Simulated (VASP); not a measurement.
Input of a VASP 6.6.1 run:

Contents of INCAR:

```
SYSTEM = Si
PREC = Accurate
ENCUT = 520
EDIFF = 1E-6
ISMEAR = 0
SIGMA = 0.02
LREAL = Auto
LASPH = .TRUE.
NELM = 80
ALGO = Normal
ISIF = 2
LWAVE = .FALSE.
LCHARG = .FALSE.
GGA = PE
IVDW = 12
IBRION = 2
NSW = 80
EDIFFG = -0.03
```

Contents of KPOINTS:

```
regular mesh
0
G
  2 2 2
  0 0 0
```

Contents of POSCAR:

```
Si
1.0
    0.0000000000      5.4300000000      5.4300000000
    5.4300000000      0.0000000000      5.4300000000
    5.4300000000      5.4300000000      0.0000000000
Si
17
Direct
    0.0000000000      0.0000000000      0.0000000000
    0.1250000000      0.1250000000      0.1250000000
    0.0000000000      0.0000000000      0.5000000000
    0.1250000000      0.1250000000      0.6250000000
    0.0000000000      0.5000000000      0.0000000000
    0.1250000000      0.6250000000      0.1250000000
    0.0000000000      0.5000000000      0.5000000000
    0.1250000000      0.6250000000      0.6250000000
    0.5000000000      0.0000000000      0.0000000000
    0.6250000000      0.1250000000      0.1250000000
    0.5000000000      0.0000000000      0.5000000000
    0.6250000000      0.1250000000      0.6250000000
    0.5000000000      0.5000000000      0.0000000000
    0.6250000000      0.6250000000      0.1250000000
    0.5000000000      0.5000000000      0.5000000000
    0.6250000000      0.6250000000      0.6250000000
    0.3831414000      0.3671409000      0.3685783000
```

Potentials or basis: VASP PAW PBE potentials, release 64 (Si).

Command:

```console
$ cat potpaw_PBE.64/Si/POTCAR > POTCAR
$ mpirun -np 1 vasp_std > vasp.out
```

(1) Estimate the energy gained by relaxing.

(2) What does it give for the band gap on the k mesh?

(3) Predict the dispersion energy per atom.

## Answers

(1) 8.6 meV/atom.

(2) zero (bands 34 and 35 overlap by 0.25 eV).

(3) -0.332 eV.

Caveat: the k points lie up to 0.50 Å⁻¹ apart.
